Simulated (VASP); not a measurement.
A run of VASP 6.6.1 is set up as follows.

INCAR

```
PREC     = Accurate       # precision mode
ENCUT    = 520            # plane-wave cutoff, eV
EDIFF    = 1E-6           # SCF threshold, eV
ISMEAR   = 0              # smearing method
SIGMA    = 0.1            # smearing width, eV
LREAL    = False          # projectors in reciprocal space
LASPH    = True           # aspherical terms in the spheres
NELM     = 80             # most SCF steps
ALGO     = Fast           # electronic algorithm
ISIF     = 2              # what is computed and relaxed
LWAVE    = False          # write WAVECAR
LCHARG   = True           # write CHGCAR
GGA      = PE             # functional
LELF     = True           # ELF
LVHAR    = True         
ISYM     = 0            
NBANDS   = 12             # bands
```

File KPOINTS:

```
Automatic mesh
0
Gamma
  12 12 14
```

The input POSCAR:

```
Ti
1.0
    2.8571513812     -0.0000000016      0.0001271300
   -1.4285756920      2.4743656810      0.0000000000
    1.4286835702      0.8248508438      2.4053871854
Ti
1
Direct
    0.0000000000      0.0000000000      0.0000000000
```

Potentials or basis: VASP PAW PBE potentials, release 64 (Ti_sv).

The run is started by

```console
$ cat potpaw_PBE.64/Ti_sv/POTCAR > POTCAR
$ mpirun -np 1 vasp_std > vasp.out
```

Problem. Predict the pressure.

Solution. 2.1 GPa.

Problem. Estimate the band gap on the k mesh.

Solution. Zero (bands 6 and 7 overlap by 1.18 eV).

Stress tensor (GPa, compression positive):
```
 3.41  0.03  0.00
 0.03  3.37  0.00
 0.00  0.00 -0.36
```
